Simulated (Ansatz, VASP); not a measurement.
## Au: VASP beside Ansatz

```
CELL_PARAMETERS angstrom
0.00000 2.05160 2.05160
2.05160 0.00000 2.05160
2.05160 2.05160 0.00000
ATOMIC_POSITIONS crystal
Au 0.00000 0.00000 0.00000
```

Alike in both runs: functional PBE; dispersion D3(BJ); k mesh 18 × 18 × 18; occupations gaussian, width 0.1 eV; no spin polarisation.

Ansatz relaxed the structure, and its values are those at the end. VASP's run is a single point on that final structure, the one shown.

```csv
,VASP,Ansatz
version,VASP 6.6.1,Ansatz 0.2.0
potentials or method,"VASP PAW PBE potentials, release 64 (Au), cutoff 520 eV","scalar-relativistic, plane waves, PAW"
valence electrons in the cell,11,19
```

```tsv
	VASP	Ansatz	Ansatz less VASP
gap on the k mesh at the Fermi level (eV)	none	none	-
pressure (GPa)	-0.3	0.0	+0.29
```

A gap of «none» marks a metal or a gap that the smearing closes. VASP's potentials hold 11 valence electrons a cell and Ansatz's 19, so a difference there can come from the potentials and not from the codes.

Neither program's run includes spin-orbit coupling.
